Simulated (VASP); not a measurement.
**MgO: single point with PBE+D3(BJ)**

Slab: MgO, a slab with vacuum.

```
O Mg
1.0
     5.95062    0.00000    0.00000
    -2.97531    5.15339    0.00000
     0.00000    0.00000   26.31362
O Mg
12 12
Cartesian
  0.0000 1.7178 8.0000
  -1.4877 4.2945 8.0000
  2.9753 1.7178 8.0000
  1.4877 4.2945 8.0000
  1.4877 2.5767 10.4293
  2.9753 0.0000 10.4293
  -1.4877 2.5767 10.4293
  0.0000 0.0000 10.4293
  2.9744 3.4358 12.8997
  4.4628 0.8580 12.9069
  0.0007 3.4358 12.9034
  1.4875 0.8589 12.9081
  1.4877 0.8589 9.2147
  0.0000 3.4356 9.2147
  4.4630 0.8589 9.2147
  2.9753 3.4356 9.2147
  2.9750 1.7179 11.5477
  1.4877 4.2942 11.5481
  0.0002 1.7179 11.5479
  -1.4877 4.2945 11.5475
  -1.4889 2.5781 14.0338
  -0.0002 -0.0024 14.0396
  1.4888 2.5782 14.0398
  2.9749 -0.0014 14.0428
```

```json
{"Program": "VASP 6.6.1", "Task": "single point", "Functional": "PBE", "Dispersion": "D3(BJ)", "Potentials or basis": "VASP PAW PBE potentials, release 64 (O, Mg)", "Cutoff": "520 eV", "k mesh": "3 × 3 × 1", "Occupations": "gaussian, width 0.05 eV", "Spin": "no spin polarisation", "Dipole correction": "yes", "Further INCAR settings": "LREAL = Auto; ALGO = Normal; EDIFF = 1e-06; NBANDS = 66"}
```

- Largest force: 2.725 eV/Å
- Band gap on the k mesh: zero (band 48 reaches -3.31 eV, above the bottom of band 49 at -3.80 eV)
- Dispersion energy per atom: -0.208 eV

Forces on the atoms (eV/Å):
```
O    0.000  0.000  1.302
O    0.000  0.000  1.303
O    0.000  0.000  1.303
O    0.000  0.000  1.303
O   -0.003 -0.005  1.415
O   -0.001  0.003  1.421
O    0.002 -0.004  1.419
O    0.001  0.006  1.419
O    0.008 -0.003 -0.012
O   -0.001  0.005 -0.042
O   -0.008 -0.002 -0.027
O    0.000 -0.001 -0.042
Mg   0.000  0.001 -2.725
Mg   0.001 -0.001 -2.724
Mg   0.001  0.000 -2.723
Mg  -0.001  0.000 -2.724
Mg  -0.001 -0.006  0.040
Mg  -0.002  0.005  0.037
Mg   0.001 -0.003  0.041
Mg   0.002  0.005  0.037
Mg   0.008 -0.011  0.012
Mg  -0.001  0.015 -0.006
Mg  -0.009 -0.010 -0.010
Mg   0.003  0.007 -0.017
```

Levels at points of the mesh, in eV from the Fermi level:
```tsv
k point	band 45	band 46	band 47	band 48	band 49	band 50
(0.00, 0.00, 0.00)	-0.05	-0.05	-0.05	0.46	0.46	1.78
```

Run time: 32 min on 1 thread of AMD EPYC 7R13, with other jobs on the host, peak memory 0.92 GiB.

Caveat: the k points lie up to 0.41 Å⁻¹ apart.
